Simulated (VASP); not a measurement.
Set up this calculation in VASP 6.6.1, as the native input.

* Task: single point
* Functional: r2SCAN
* Potentials or basis: VASP PAW PBE potentials, release 64 (Zn, Se)
* Cutoff: 520 eV
* k mesh: 8 × 8 × 8
* Occupations: gaussian, width 0.05 eV
* Spin: no spin polarisation
* Dipole correction: no
* Further INCAR settings: ALGO = Normal; EDIFF = 1e-06; NBANDS = 16

ZnSe:

```
Zn Se
1.0
     0.00000    2.94626    3.05958
     2.94626    0.00000    3.05958
     2.94626    2.94626    0.00000
Zn Se
1 1
Direct
  0.00000 0.00000 0.00000
  0.75000 0.75000 0.75000
```

This cell differs from its parent crystal: strain +0.040 along x and y, +0.080 along z.

One way to write it, as run:

POSCAR

```
ZnSe
1.0
    0.0000000000      2.9462630429      3.0595808523
    2.9462630429      0.0000000000      3.0595808523
    2.9462630429      2.9462630429      0.0000000000
Zn Se
1 1
Direct
    0.0000000000      0.0000000000      0.0000000000
    0.7500000000      0.7500000000      0.7500000000
```

INCAR.step1

```
PREC = Accurate ; ENCUT = 520
ISMEAR = 0 ; SIGMA = 0.05
LREAL = F ; LASPH = T
NELM = 60 ; NBANDS = 16
GGA = PE ; ALGO = Normal
EDIFF = 1E-4 ; LWAVE = T
LCHARG = F
```

INCAR.step2

```
PREC = Accurate ; ENCUT = 520
EDIFF = 1E-6 ; ISMEAR = 0
SIGMA = 0.05 ; LREAL = F
LASPH = T ; NELM = 60
ALGO = Normal ; ISIF = 2
LWAVE = F ; LCHARG = F
METAGGA = R2SCAN ; LMIXTAU = T
NBANDS = 16 ; ISTART = 1
```

KPOINTS

```
Automatic mesh
0
Gamma
  8 8 8
```

Potentials or basis: VASP PAW PBE potentials, release 64 (Zn, Se).

Command:

```console
$ cat potpaw_PBE.64/Zn/POTCAR potpaw_PBE.64/Se/POTCAR > POTCAR
$ cp INCAR.step1 INCAR
$ mpirun -np 1 vasp_std > vasp.out
$ cp INCAR.step2 INCAR
$ mpirun -np 1 vasp_std > vasp.out
```

It gave:

* Pressure: -7.2 GPa
* Band gap on the k mesh: 1.18 eV, direct

Caveat: the cell differs from its parent crystal (strain +0.040 along x and y, +0.080 along z); the PAW data sets were made with another functional, which shifts forces and pressure a little.

It took 61 s on 1 thread of Intel(R) Xeon(R) 6975P-C (Granite Rapids), on a shared host, peak memory 0.21 GiB.
